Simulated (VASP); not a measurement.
# Al24Si in VASP: single point with PBE+D3(BJ)

Aim: the single point of Al24Si with PBE+D3(BJ).

All numbers are computed with VASP 6.6.1; they aren't measurements. Logs are shortened: lines on timing, memory, paths and dates and some standing lists are left out, and cuts for length are marked.

### Step 1. The cell of the first run

The cell holds a slab with vacuum, 25 atoms: a = 5.632 Å, b = 7.965 Å, c = 26.041 Å, α = 90.00°, β = 90.00°, γ = 90.00°.

### Step 2. Single point, PBE+D3(BJ)

INCAR

```
SYSTEM = Al24Si
PREC = Accurate
ENCUT = 520
EDIFF = 1E-6
ISMEAR = 0
SIGMA = 0.1
LREAL = Auto
LASPH = .True.
NELM = 100
ALGO = Normal
ISIF = 2
LWAVE = .False.
LCHARG = .False.
LDIPOL = .True.
IDIPOL = 3
DIPOL = 0.5 0.5 0.470
GGA = PE
IVDW = 12
NBANDS = 56
```

KPOINTS

```
regular mesh
0
Gamma
  5 4 1
  0 0 0
```

POSCAR

```
Al24Si
1.0
    5.6324246406      0.0000000000      0.0000000000
    0.0000000000      7.9654513158      0.0000000000
    0.0000000000      0.0000000000     26.0405308008
Al Si
24 1
Direct
    0.2499999716      0.2500000215      0.3264142373
    0.2499999716      0.7499999389      0.3264142373
    0.7499999147      0.2500000215      0.3264142373
    0.7499999147      0.7499999389      0.3264142373
    0.4999999431      0.5000000429      0.3804878662
    0.4999999431      0.0000000000      0.3804878662
    0.0000000000      0.5000000429      0.3804878662
    0.0000000000      0.0000000000      0.3804878662
    0.7499999147      0.7499999389      0.4345614952
    0.7499999147      0.2500000215      0.4345614952
    0.2499999716      0.7499999389      0.4345614952
    0.2499999716      0.2500000215      0.4345614952
    0.0018658039     -0.0053690618      0.4895016195
    0.0029033677      0.4945511364      0.4903158886
    0.4981344943     -0.0053690618      0.4895016195
    0.4970962203      0.4945510108      0.4903161190
    0.2500001491      0.2369502901      0.5463862511
    0.2500003267      0.7348782596      0.5490685697
    0.7499999147      0.2430614316      0.5441394459
    0.7499999147      0.7354141991      0.5454781283
    0.4998850725      0.4812984033      0.6005680575
    0.5104364787     -0.0182673893      0.5976826325
    0.0001134503      0.4812991566      0.6005675583
   -0.0104361805     -0.0182667616      0.5976823253
    0.2500035224      1.1771031707      0.6466602055
```

Potentials or basis: VASP PAW PBE potentials, release 64 (Al, Si).

Run with:

```
$ cat potpaw_PBE.64/Al/POTCAR potpaw_PBE.64/Si/POTCAR > POTCAR
$ mpirun -np 1 vasp_std > vasp.out
```

OUTCAR:

```text
SYSTEM = Al24Si
   PREC = Accurate
   ENCUT = 520
   EDIFF = 1E-6
   ISMEAR = 0
   LREAL = Auto
   LASPH = .True.
   NELM = 100
   ISIF = 2
   GGA = PE
   IVDW = 12
 IVDW          = 12

 ion  position               nearest neighbor table
   1  0.250  0.250  0.326-   3 2.82  12 2.82   5 2.82   7 2.82   6 2.82   8 2.82   3 2.82
   2  0.250  0.750  0.326-   5 2.82   7 2.82   4 2.82  11 2.82   6 2.82   8 2.82   4 2.82
   3  0.750  0.250  0.326-   1 2.82  10 2.82   5 2.82   6 2.82   7 2.82   8 2.82   1 2.82
   4  0.750  0.750  0.326-   5 2.82   7 2.82   2 2.82   9 2.82   6 2.82   2 2.82   8 2.82
   5  0.500  0.500  0.380-   2 2.82   4 2.82  11 2.82   9 2.82   7 2.82   1 2.82   3 2.82  12 2.82
                            10 2.82   7 2.82  16 2.86
   6  0.500  0.000  0.380-   8 2.82   1 2.82   3 2.82  12 2.82  10 2.82   2 2.82   4 2.82  11 2.82
                             9 2.82   8 2.82  15 2.84
   7  0.000  0.500  0.380-   2 2.82  11 2.82   4 2.82   9 2.82   5 2.82   1 2.82  12 2.82   3 2.82
                            10 2.82   5 2.82  14 2.86
   8  0.000  0.000  0.380-   6 2.82   1 2.82  12 2.82   2 2.82  11 2.82   3 2.82  10 2.82   6 2.82
                             4 2.82   9 2.82  13 2.84
   9  0.750  0.750  0.435-  15 2.80  13 2.80   5 2.82   7 2.82  11 2.82   4 2.82   6 2.82  11 2.82
                             8 2.82  14 2.88  16 2.88  20 2.89
  10  0.750  0.250  0.435-  12 2.82   3 2.82   5 2.82   6 2.82   7 2.82   8 2.82  12 2.82  14 2.82
                            16 2.82  19 2.85  15 2.86  13 2.86
  11  0.250  0.750  0.435-  13 2.79  15 2.79   5 2.82   7 2.82   9 2.82   2 2.82   6 2.82   8 2.82
[... 23 lines left out ...]
  23  0.000  0.481  0.601-  19 2.78  17 2.79  18 2.80  21 2.81  21 2.82  20 2.85  14 2.87  25 3.05

  24  0.990  0.982  0.598-  25 2.49  22 2.70  20 2.74  18 2.76  13 2.82  17 2.84  19 2.85  22 2.93

  25  0.250  0.177  0.647-  22 2.49  24 2.49  17 2.65  21 3.05  23 3.05

  LATTYP: Found a simple orthorhombic cell.
 ALAT       =     5.6324246406
 B/A-ratio  =     1.4142135624
 C/A-ratio  =     4.6233252041

  Lattice vectors:

 A1 = (   5.6324246406,   0.0000000000,   0.0000000000)
 A2 = (   0.0000000000,   7.9654513158,   0.0000000000)
 A3 = (   0.0000000000,   0.0000000000,  26.0405308008)

Analysis of symmetry for initial positions (statically):
=====================================================================
 Subroutine PRICEL returns:
 Original cell was already a primitive cell.

 Routine SETGRP: Setting up the symmetry group for a
 simple orthorhombic supercell.

 Subroutine GETGRP returns: Found  2 space group operations
 (whereof  1 operations were pure point group operations)
 out of a pool of  8 trial point group operations.

The static configuration has the point symmetry C_1 .
 The point group associated with its full space group is C_1h.

Analysis of symmetry for dynamics (positions and initial velocities):
[... 162 lines left out ...]
     AMIX_MAG =   1.60;   BMIX_MAG =  1.00
  volume/ion in A,a.u.               =      46.73       315.36
  Fermi-wavevector in a.u.,A,eV,Ry     =   0.658407  1.244208  5.898115  0.433499
  Thomas-Fermi vector in A             =   1.730219
   LORBIT       =      0    0 simple, 1 ext, 2 COOP (PROOUT), +10 PAW based schemes
   GGA     = PE    functional components
   LHFCALC =     F    Hartree Fock is set to
   AEXX    =    0.0000 exact exchange contribution
   IVDW    =    12    specifies the selected vdW correction
   LEPSILON=     F    determine dielectric tensor
   LRPA    =     F    only Hartree local field effects (RPA)
 non-spin polarized calculation
 Gauss-broadening in eV      SIGMA  =   0.10
  energy-cutoff  :      520.00
  volume of cell :     1168.30
 maximum number of plane-waves:     31505
 NGX is ok and might be reduce to    42
   NGX = 21   NGY = 29   NGZ = 97

 dipolmoment           0.000000      0.000000     -0.411003 electrons x Angstroem

 number of electron      76.0000000 magnetization

 dipolmoment           0.000000      0.000000      0.105875 electrons x Angstroem

 Free energy of the ion-electron system (eV)
  ---------------------------------------------------
  ext. energy  EPLUGINS =         0.00000000
  ---------------------------------------------------
  free energy    TOTEN  =       -89.21219191 eV

  energy without entropy =      -89.14242116  energy(sigma->0) =      -89.17730653

 E-fermi :   0.1847     XC(G=0):  -4.3486

 val. band max:        0.1805576182   @ k =   0.4000   0.0000   0.0000
 cond. band min:       0.1955711887   @ k =   0.2000   0.2500   0.0000
 fundamental gap:      0.0150135704
 Fermi energy:         0.1846623716

 k-point     1 :       0.0000    0.0000    0.0000
  band No.  band energies     occupation
      1     -10.8201      2.00000
      2      -9.7275      2.00000
      3      -8.5668      2.00000
      4      -8.5166      2.00000
      5      -8.2010      2.00000
      6      -7.3436      2.00000
[... 466 lines left out ...]
     49       2.2034      0.00000
     50       2.3739      0.00000
 [bands above 50 left out]

------------------------ aborting loop because EDIFF is reached ----------------------------------------

 vacuum level on the upper side and lower side of the slab       (xc-potential included)         0.109        -0.299

 Edisp (eV)   -6.40887

 E8    (eV) :    -2.9626

  FORCE on cell =-STRESS in cart. coord.  units (eV):
  Direction    XX          YY          ZZ          XY          YZ          ZX
  --------------------------------------------------------------------------------------
  -------------------------------------------------------------------------------------
  Total      -5.19666    -7.38845     0.12252     0.00000     1.24933     0.00000
  in kB      -7.12655   -10.13231     0.16802     0.00000     1.71329     0.00000
  external pressure =       -5.70 kB  Pullay stress =        0.00 kB

 VOLUME and BASIS-vectors are now :
 -----------------------------------------------------------------------------
  energy-cutoff  :      520.00
  volume of cell :     1168.30
      direct lattice vectors                 reciprocal lattice vectors
     5.632424641  0.000000000  0.000000000     0.177543432  0.000000000  0.000000000
     0.000000000  7.965451316  0.000000000     0.000000000  0.125542165  0.000000000
     0.000000000  0.000000000 26.040530801     0.000000000  0.000000000  0.038401675

 POSITION                                       TOTAL-FORCE (eV/Angst)
 -----------------------------------------------------------------------------------
      1.40811      1.99136      8.50000         0.000000     -0.000693      0.025532
      1.40811      5.97409      8.50000         0.000000      0.053986      0.092197
      4.22432      1.99136      8.50000         0.000000      0.012538      0.176761
      4.22432      5.97409      8.50000         0.000000      0.025423      0.108877
      2.81621      3.98273      9.90811         0.020746     -0.009342     -0.225933
      2.81621      0.00000      9.90811        -0.020609      0.017451     -0.242226
[... 17 lines left out ...]
      5.57364      7.81995     15.56397         0.029843      0.014614      0.048699
      1.40813      1.41071     16.83937         0.000000      0.411721     -0.150360
 -----------------------------------------------------------------------------------
    total drift:                               -0.011977     -0.003331     -0.003480

  FREE ENERGIE OF THE ION-ELECTRON SYSTEM (eV)
  ---------------------------------------------------
  free  energy   TOTEN  =       -95.6210665400 eV

  energy  without entropy=      -95.5512957911  energy(sigma->0) =      -95.58618117

 vacuum level on the upper side and lower side of the slab         4.505         4.094
```

stdout:

```text
POSCAR found type information on POSCAR AlSi
 POSCAR found :  2 types and      25 ions
 scaLAPACK will be used
 LDA part: xc-table for (Slater+PW92), standard interpolation
 POSCAR, INCAR and KPOINTS ok, starting setup
 FFT: planning ... GRIDC
 FFT: planning ... GRID_SOFT
 FFT: planning ... GRID
 WAVECAR not read
 entering main loop
```

Run time: 12 min. Hardware: 1 thread of Intel Xeon 6975P-C (Granite Rapids), shared host; peak memory 1.1 GiB.

Results:

```
Free energy                : -95.6211 eV
Largest force              : 0.438 eV/Å
Band gap on the k mesh     : zero (bands 38 and 39 overlap by 0.58 eV)
Dispersion energy per atom : -0.256 eV
```

Forces on the atoms (eV/Å):
```
Al   0.000 -0.001  0.026
Al   0.000  0.054  0.092
Al   0.000  0.013  0.177
Al   0.000  0.025  0.109
Al   0.021 -0.009 -0.226
Al  -0.021  0.017 -0.242
Al  -0.021 -0.009 -0.226
Al   0.021  0.017 -0.242
Al   0.000 -0.182  0.096
Al   0.000 -0.029  0.082
Al   0.000 -0.078  0.278
Al   0.000 -0.001  0.016
Al  -0.005 -0.032  0.015
Al  -0.004  0.004  0.015
Al   0.005 -0.032  0.015
Al   0.004  0.004  0.015
Al   0.000 -0.005 -0.130
Al   0.000 -0.024  0.066
Al   0.000 -0.025 -0.004
Al   0.000 -0.013  0.044
Al  -0.007 -0.068  0.039
Al  -0.030  0.015  0.049
Al   0.007 -0.068  0.039
Al   0.030  0.015  0.049
Si   0.000  0.412 -0.150
```
